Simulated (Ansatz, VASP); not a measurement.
**One calculation of Co2Bi, two programs**

```
CELL_PARAMETERS angstrom
0.00000 3.64884 3.64884
3.64884 0.00000 3.64884
3.64884 3.64884 0.00000
ATOMIC_POSITIONS crystal
Co 0.62500 0.62500 0.62500
Co 0.12500 0.62500 0.62500
Co 0.62500 0.62500 0.12500
Co 0.62500 0.12500 0.62500
Bi 0.00000 0.00000 0.00000
Bi 0.25000 0.25000 0.25000
```

Alike in both runs: functional PBE; k mesh 4 × 4 × 4; occupations gaussian, width 0.1 eV; collinear spin.

Ansatz relaxed the structure, and its values are those at the end. VASP's run is a single point on that final structure, the one shown.

```csv
,VASP,Ansatz
version,VASP 6.6.1,Ansatz 0.2.0
potentials or method,"VASP PAW PBE potentials, release 64 (Co, Bi_d), cutoff 520 eV","scalar-relativistic, plane waves, PAW"
valence electrons in the cell,66,98
```

```tsv
	VASP	Ansatz	Ansatz less VASP
gap on the k mesh at the Fermi level (eV)	none	none	-
pressure (GPa)	-0.3	-0.2	+0.13
net moment per atom (μB)	1.00	1.00	0.000
size of the moment on the site where the two differ most (μB)	1.54	1.56	+0.022
```

Site moments also hang on the region over which each program counts them. A gap of «none» marks a metal or a gap that the smearing closes. With one functional, cell and mesh, what is left measures potentials, basis and numerics. VASP's potentials hold 66 valence electrons a cell and Ansatz's 98, so a difference there can come from the potentials and not from the codes.

The k mesh is coarse, so the values compare programs but aren't converged. Spin-orbit coupling is off throughout.
